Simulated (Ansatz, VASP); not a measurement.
# One calculation of Re2B3, two programs

```xyz
5
Lattice="1.5194 0.8772 5.9369 -1.5194 0.8772 5.9369 0.0000 -1.7545 5.9369" Properties=species:S:1:pos:R:3 pbc="T T T"
Re    0.0000    0.0000    7.3344
Re    0.0000    0.0000   10.4764
B     0.0000    0.0000    0.0000
B     0.0000    0.0000    2.8608
B     0.0000    0.0000   14.9500
```

Alike in both runs: functional PBE; k mesh 12 × 12 × 12; occupations gaussian, width 0.1 eV; no spin polarisation.

Ansatz relaxed the structure, and its values are those at the end. VASP's run is a single point on that final structure, the one shown.

```csv
,VASP,Ansatz
version,VASP 6.6.1,Ansatz 0.2.0
potentials or method,"VASP PAW PBE potentials, release 64 (Re, B), cutoff 520 eV","scalar-relativistic, plane waves, PAW"
valence electrons in the cell,23,39
```

|  | VASP | Ansatz | Ansatz less VASP |
| --- | --- | --- | --- |
| gap on the k mesh at the Fermi level (eV) | none | none | - |
| pressure (GPa) | 1.7 | 0.0 | -1.73 |
| rms of the force components (eV/Å) | 0.018 | 0.002 | -0.0160 |

A gap of «none» marks a metal or a gap that the smearing closes. The functional is the same, so the differences come from potentials, cutoffs and numerics. VASP's potentials hold 23 valence electrons a cell and Ansatz's 39, so a difference there can come from the potentials and not from the codes.

Spin-orbit coupling is off throughout.
